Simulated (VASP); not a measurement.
**SnO2: single point with PBE**

Crystal: SnO2.

```
Sn O
1.0
     4.95100    0.00000    0.00000
     0.00000    4.95100    0.00000
     0.00000    0.00000    3.32808
Sn O
2 4
Direct
  0.00000 0.00000 0.00000
  0.50000 0.50000 0.50000
  0.30933 0.30933 0.00000
  0.19067 0.80933 0.50000
  0.80933 0.19067 0.50000
  0.69067 0.69067 0.00000
```

This cell differs from its parent crystal: strain +4.0%.

```
Program             : VASP 6.6.1
Task                : single point
Functional          : PBE
Potentials or basis : VASP PAW PBE potentials, release 64 (Sn_d, O)
Cutoff              : 520 eV
k mesh              : 6 × 6 × 8
Occupations         : fermi-dirac, width 0.02 eV
Spin                : no spin polarisation
```

```
Pressure               : -10.7 GPa
Largest force          : 0.079 eV/Å
Band gap on the k mesh : 0.06 eV
```

Forces in eV/Å, atoms in the order of the input:
```
Sn   0.000  0.000  0.000
Sn   0.000  0.000  0.000
O   -0.056 -0.056  0.000
O    0.056 -0.056  0.000
O   -0.056  0.056  0.000
O    0.056  0.056  0.000
```

Stress tensor (GPa, compression positive):
```
 -9.35   0.00   0.00
  0.00  -9.35   0.00
  0.00   0.00 -13.27
```

Levels at points of the mesh, in eV from the valence-band top:
| k point | band 23 | band 24 | band 25 | band 26 | band 27 | band 28 | band 29 | band 30 |
| --- | --- | --- | --- | --- | --- | --- | --- | --- |
| (0.00, 0.00, 0.00) | -1.21 | -0.61 | -0.61 | 0.00 | 0.06 | 4.94 | 5.72 | 5.72 |
| (0.50, 0.00, 0.00) | -1.16 | -1.16 | -0.51 | -0.51 | 3.20 | 3.20 | 6.39 | 6.39 |
| (0.50, 0.50, 0.00) | -1.27 | -1.27 | -0.70 | -0.70 | 3.50 | 3.50 | 6.64 | 6.64 |
| (0.00, 0.00, 0.50) | -1.27 | -1.27 | -1.02 | -1.02 | 4.87 | 4.87 | 8.92 | 8.92 |
| (0.50, 0.00, 0.50) | -0.83 | -0.83 | -0.71 | -0.71 | 5.12 | 5.12 | 7.07 | 7.07 |
| (0.50, 0.50, 0.50) | -0.81 | -0.81 | -0.63 | -0.63 | 3.84 | 3.84 | 8.15 | 8.15 |

Run time: 54 s on 1 thread of Intel(R) Xeon(R) 6975P-C (Granite Rapids), on a shared host, peak memory 0.26 GiB.

Caveat: the cell differs from its parent crystal (strain +4.0%); the cell stands under tension; the structure was generated, so it needn't be the stable form of SnO2; semilocal functionals underestimate gaps, and a narrow one can read as zero; spin-orbit coupling is left out, which moves the levels of the heavy elements.
